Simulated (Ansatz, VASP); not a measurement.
**Sn2GeO2: VASP beside Ansatz**

File INCAR:

```
SYSTEM = Sn2GeO2
  PREC = Accurate
  ENCUT = 600
  EDIFF = 1E-6
  ISMEAR = 0
  SIGMA = 0.1
  LREAL = .False.
  LASPH = .True.
  NELM = 100
  ALGO = Normal
  ISIF = 3
  LWAVE = .False.
  LCHARG = .False.
  GGA = PE
  IBRION = 2
  NSW = 90
  EDIFFG = -0.04
```

Contents of KPOINTS:

```
Automatic mesh
0
Gamma
  6 6 6
  0 0 0
```

File POSCAR:

```
Sn2GeO2
1.0
   -2.0740341600      2.0740341600      5.1883551200
    2.0740341600     -2.0740341600      5.1883551200
    2.0740341600      2.0740341600     -5.1883551200
Sn Ge O
2 1 2
Direct
    0.3787063100      0.3787063100      0.0000000000
    0.6212936900      0.6212936900      0.0000000000
    0.0000000000      0.0000000000      0.0000000000
    0.7500000000      0.2500000000      0.5000000000
    0.2500000000      0.7500000000      0.5000000000
```

Input for Ansatz:

```yaml
crystal:
  lattice:
    - [-2.07403416, 2.07403416, 5.18835512]
    - [2.07403416, -2.07403416, 5.18835512]
    - [2.07403416, 2.07403416, -5.18835512]
  atoms:
    - { symbol: Sn, position: [0.37870631, 0.37870631, 0.0] }
    - { symbol: Sn, position: [0.62129369, 0.62129369, 0.0] }
    - { symbol: Ge, position: [0.0, 0.0, 0.0] }
    - { symbol: O, position: [0.75, 0.25, 0.5] }
    - { symbol: O, position: [0.25, 0.75, 0.5] }
basis:
  ecutwfc: 420
kpoints:
  mp_grid: { grid: [6, 6, 6] }
hamiltonian:
  xc: pbe
scf:
  occupations: { method: gaussian, width: 0.1 }
  lower_state_search: "off"
output:
  forces: true
  stress: true
  eigenvalues: true
relax:
  adjacent_minimum: "off"
  f_tol: 0.04
  max_steps: 70
  cell: { stress_tol: 0.4 }
```

Change from the starting cell: species swapped into the HoGe2Rh2 type (I4/mmm, No. 139).

Alike in both runs: task relaxation of cell and atoms; functional PBE; k mesh 6 × 6 × 6; occupations gaussian, width 0.1 eV; no spin polarisation.

|  | VASP | Ansatz |
| --- | --- | --- |
| version | VASP 6.6.1 | Ansatz 0.2.0 |
| potentials or method | VASP PAW PBE potentials, release 64 (Sn_d, Ge_d, O), cutoff 600 eV | scalar-relativistic, plane waves, PAW |
| valence electrons in the cell | 54 | 54 |

Ansatz gave:

```
gap on the k mesh at the Fermi level, each at its own relaxed structure (eV) : none
relaxed volume (Å³/atom)                                                     : 17.43
relaxed cell length with the largest relative difference (Å)                 : 6.880
```

Q: What did VASP give for the same quantities?

A: gap on the k mesh at the Fermi level, each at its own relaxed structure (eV): none; relaxed volume (Å³/atom): 17.33; relaxed cell length with the largest relative difference (Å): 6.852.

A gap of «none» marks a metal or a gap that the smearing closes.
